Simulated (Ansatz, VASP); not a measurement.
**CaTeI3: VASP beside Ansatz**

```
Ca Te I
1.0
     5.55665    0.00000    0.00000
    -2.77832    4.81220    0.00000
     0.00000    0.00000    7.50035
Ca Te I
1 1 3
Direct
  0.00000 0.00000 0.13533
  0.00000 0.00000 0.78799
  0.00000 0.00000 0.43215
  0.33333 0.66667 0.20321
  0.66667 0.33333 0.20321
```

Alike in both runs: task single point; functional PBE; k mesh 6 × 6 × 2; occupations gaussian, width 0.1 eV; no spin polarisation.

|  | VASP | Ansatz |
| --- | --- | --- |
| version | VASP 6.6.1 | Ansatz 0.2.0 |
| potentials or method | VASP PAW PBE potentials, release 64 (Ca_sv, Te, I), cutoff 520 eV | scalar-relativistic, plane waves, PAW |
| valence electrons in the cell | 37 | 77 |

|  | VASP | Ansatz | Ansatz less VASP |
| --- | --- | --- | --- |
| gap on the k mesh at the Fermi level (eV) | none | none | - |
| pressure (GPa) | 11.6 | 11.6 | -0.03 |
| traceless stress, the component that is largest in VASP (GPa) | 12.43 | 12.41 | -0.020 |
| rms of the force components (eV/Å) | 3.315 | 3.299 | -0.0159 |

Atom by atom the forces differ by 0.016 eV/Å (rms over components). A gap of «none» marks a metal or a gap that the smearing closes. With one functional, cell and mesh, what is left measures potentials, basis and numerics. VASP's potentials hold 37 valence electrons a cell and Ansatz's 77, so a difference there can come from the potentials and not from the codes.

The k mesh is coarse, so the values compare programs but aren't converged. Spin-orbit coupling is off throughout.
